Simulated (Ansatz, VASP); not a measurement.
**Nb5O in VASP and in Ansatz**

Contents of INCAR:

```
SYSTEM = Nb5O
PREC = Accurate
ENCUT = 600
EDIFF = 1E-7
ISMEAR = 0
SIGMA = 0.1
LREAL = .False.
LASPH = .True.
NELM = 60
ALGO = Normal
ISIF = 3
LWAVE = .False.
LCHARG = .False.
GGA = PE
IBRION = 2
NSW = 90
EDIFFG = -0.04
```

KPOINTS

```
Automatic mesh
0
Gamma
  6 6 4
  0 0 0
```

The input POSCAR:

```
Nb5O
1.0
    3.8777204100      0.0000000000      0.0000000000
   -1.9388602000      3.3582043800      0.0000000000
    0.0000000000      0.0000000000      6.8943024900
Nb O
5 1
Direct
    0.3333333300      0.6666666700      0.3201413500
    0.6666666700      0.3333333300      0.3201413500
    0.6666666700      0.3333333300      0.6798586500
    0.3333333300      0.6666666700      0.6798586500
    0.0000000000      0.0000000000      0.0000000000
    0.0000000000      0.0000000000      0.5000000000
```

Input for Ansatz:

```yaml
crystal:
  lattice:
    - [3.87772041, 0.0, 0.0]
    - [-1.9388602, 3.35820438, 0.0]
    - [0.0, 0.0, 6.89430249]
  atoms:
    - { symbol: Nb, position: [0.33333333, 0.66666667, 0.32014135] }
    - { symbol: Nb, position: [0.66666667, 0.33333333, 0.32014135] }
    - { symbol: Nb, position: [0.66666667, 0.33333333, 0.67985865] }
    - { symbol: Nb, position: [0.33333333, 0.66666667, 0.67985865] }
    - { symbol: Nb, position: [0.0, 0.0, 0.0] }
    - { symbol: O, position: [0.0, 0.0, 0.5] }
basis:
  ecutwfc: 420
kpoints:
  mp_grid: { grid: [6, 6, 4] }
hamiltonian:
  xc: pbe
scf:
  occupations: { method: gaussian, width: 0.1 }
  lower_state_search: "off"
output:
  forces: true
  stress: true
  eigenvalues: true
relax:
  adjacent_minimum: "off"
  f_tol: 0.04
  max_steps: 70
  cell: { stress_tol: 0.4 }
```

Alike in both runs: task relaxation of cell and atoms; functional PBE; k mesh 6 × 6 × 4; occupations gaussian, width 0.1 eV; no spin polarisation.

```csv
,VASP,Ansatz
version,VASP 6.6.1,Ansatz 0.2.0
potentials or method,"VASP PAW PBE potentials, release 64 (Nb_sv, O), cutoff 600 eV","scalar-relativistic, plane waves, PAW"
valence electrons in the cell,71,71
```

```tsv
	VASP	Ansatz	Ansatz less VASP
gap on the k mesh at the Fermi level, each at its own relaxed structure (eV)	none	none	-
relaxed volume (Å³/atom)	16.83	16.92	+0.093
relaxed length of the cell vector where the two differ most in proportion (Å)	4.679	4.694	+0.0148
```

A gap of «none» marks a metal or a gap that the smearing closes.
